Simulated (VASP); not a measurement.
Here is a VASP 6.6.1 calculation.

File INCAR:

```
PREC     = Accurate       # precision mode
ENCUT    = 520            # plane-wave cutoff, eV
EDIFF    = 1E-6           # SCF threshold, eV
ISMEAR   = 1              # smearing method
SIGMA    = 0.1            # smearing width, eV
LREAL    = False          # projectors in reciprocal space
LASPH    = True           # aspherical terms in the spheres
NELM     = 80             # most SCF steps
ALGO     = Normal         # electronic algorithm
ISIF     = 2              # what is computed and relaxed
LWAVE    = False          # write WAVECAR
LCHARG   = True           # write CHGCAR
GGA      = PS             # functional
LELF     = True           # ELF
LVHAR    = True         
NBANDS   = 16             # bands
```

File KPOINTS:

```
regular mesh
0
Gamma
  9 9 3
```

File POSCAR:

```
O
1.0
    3.0576297800      0.0000000000      0.0000000000
   -1.5288148900      2.6479850600      0.0000000000
    0.0000000000      0.0000000000      7.8013420000
O
3
Direct
    0.3333333333      0.6666666667      0.7056320000
    0.0000000000      0.0000000000      0.0000000000
    0.6666666667      0.3333333333      0.2943680000
```

Potentials or basis: VASP PAW PBE potentials, release 64 (O).

Run with:

```sh
$ cat potpaw_PBE.64/O/POTCAR > POTCAR
$ mpirun -np 1 vasp_std > vasp.out
```

Problem. Estimate the pressure.

Solution. -12.8 GPa.

Problem. Estimate the band gap on the k mesh.

Solution. Zero (band 9 reaches -5.11 eV, above the bottom of band 10 at -5.58 eV).

Forces in eV/Å, atoms in the order of the input:
```
O    0.000  0.000  0.974
O    0.000  0.000  0.000
O    0.000  0.000 -0.974
```

Caveat: the PAW data sets were made with another functional, which shifts forces and pressure a little.
